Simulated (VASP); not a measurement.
## Ta: single point with PBEsol

The system is Ta.

```xyz
1
Lattice="-1.7004 1.6402 1.4762 1.7004 -1.6402 1.4762 1.7004 1.6402 -1.4762" Properties=species:S:1:pos:R:3 pbc="T T T"
Ta    0.0000    0.0000    0.0000
```

This cell differs from its parent crystal: normal strain along x +0.0367, normal strain along z -0.1000.

- Program: VASP 6.6.1
- Task: single point
- Functional: PBEsol
- Potentials or basis: VASP PAW PBE potentials, release 64 (Ta_pv)
- Cutoff: 520 eV
- k mesh: 20 × 20 × 20
- Occupations: gaussian, width 0.15 eV
- Spin: no spin polarisation
- Dipole correction: no
- Further INCAR settings: ALGO = Fast; EDIFF = 1e-07; NBANDS = 12

The pressure is 18.4 GPa and the band gap on the k mesh is zero (an odd number of electrons rules out a gap without spin polarisation).

Stress tensor (GPa, compression positive):
```
11.47  0.00  0.00
 0.00 16.35  0.00
 0.00  0.00 27.46
```

Levels at points of the mesh, in eV from the Fermi level:
```tsv
k point	band 3	band 4	band 5	band 6	band 7	band 8
(0.00, 0.00, 0.00)	-32.71	-8.35	-0.43	1.21	1.63	2.75
(0.50, 0.00, 0.00)	-32.88	-4.89	-2.66	2.54	4.51	6.75
(0.00, 0.50, 0.00)	-32.85	-4.88	-2.20	2.27	3.65	6.67
(0.50, 0.50, 0.00)	-32.70	-4.92	-0.56	1.35	2.50	4.59
(0.50, 0.50, 0.50)	-33.53	-4.66	-4.27	7.32	7.48	7.94
```

It took 3 min on 1 thread of AMD EPYC 9R45 96-Core Processor (Zen 5), with other jobs on the host, peak memory 0.3 GiB.

Caveat: the cell differs from its parent crystal (normal strain along x +0.0367, normal strain along z -0.1000); the cell stands under pressure; the PAW data sets were made with another functional, which shifts forces and pressure a little; spin-orbit coupling is left out, which moves the levels of the heavy elements.
